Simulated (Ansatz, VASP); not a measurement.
# BP: VASP beside Ansatz

```
B P
1.0
     0.00000    1.99396    1.99396
     1.99396    0.00000    1.99396
     1.99396    1.99396    0.00000
B P
1 1
Direct
  0.00000 0.00000 0.00000
  0.25000 0.25000 0.25000
```

Alike in both runs: task single point; functional PBE; k mesh 12 × 12 × 12; occupations gaussian, width 0.05 eV; no spin polarisation.

```csv
,VASP,Ansatz
version,VASP 6.6.1,Ansatz 0.2.0
potentials or method,"VASP PAW PBE potentials, release 64 (B, P), cutoff 500 eV","scalar-relativistic, plane waves, PAW"
valence electrons in the cell,8,8
```

|  | VASP | Ansatz | Ansatz less VASP |
| --- | --- | --- | --- |
| gap on the k mesh at the Fermi level (eV) | 0.47 | 0.48 | +0.011 |
| least direct gap on the mesh (eV) | 4.42 | 4.43 | +0.006 |
